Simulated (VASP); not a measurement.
Crystal: TaN.

```
Ta N
1.0
     0.00000    2.21132    2.21132
     2.21132    0.00000    2.21132
     2.21132    2.21132    0.00000
Ta N
1 1
Cartesian
  2.2113 2.2113 2.2113
  0.0000 0.0000 0.0000
```

```yaml
Program: VASP 6.6.1
Task: relaxation of cell and atoms
Functional: BLYP
Dispersion: D3(BJ)
Potentials_or_basis: VASP PAW PBE potentials, release 64 (Ta_pv, N)
Cutoff: 600 eV
k_mesh: 10 × 10 × 10
Occupations: fermi-dirac, width 0.05 eV
Spin: no spin polarisation
```

At the start: pressure -4.9 GPa; volume 10.81 Å³/atom.

Task: Where does the relaxation end?

Result: Over 3 steps the energy falls by 2.4 meV/atom and the volume is 10.66 Å³/atom (-1.4 %); space group Fm-3m (No. 225, to 0.05 Å).

Step by step:
```csv
step,energy change (eV),largest force (eV/Å),pressure (GPa),volume (Å³)
1,0.0000,0.0000,-4.86,21.63
2,0.0206,0.0000,12.12,20.62
3,-0.0049,0.0000,-0.06,21.31
```

Final structure:
```xyz
2
Lattice="0.0000 2.2006 2.2006 2.2006 0.0000 2.2006 2.2006 2.2006 0.0000" Properties=species:S:1:pos:R:3 pbc="T T T"
Ta    2.2006    2.2006    2.2006
N     0.0000    0.0000    0.0000
```

Caveat: the PAW data sets were made with another functional, which shifts forces and pressure a little; pairwise dispersion overbinds metals, which lowers pressure and volume.
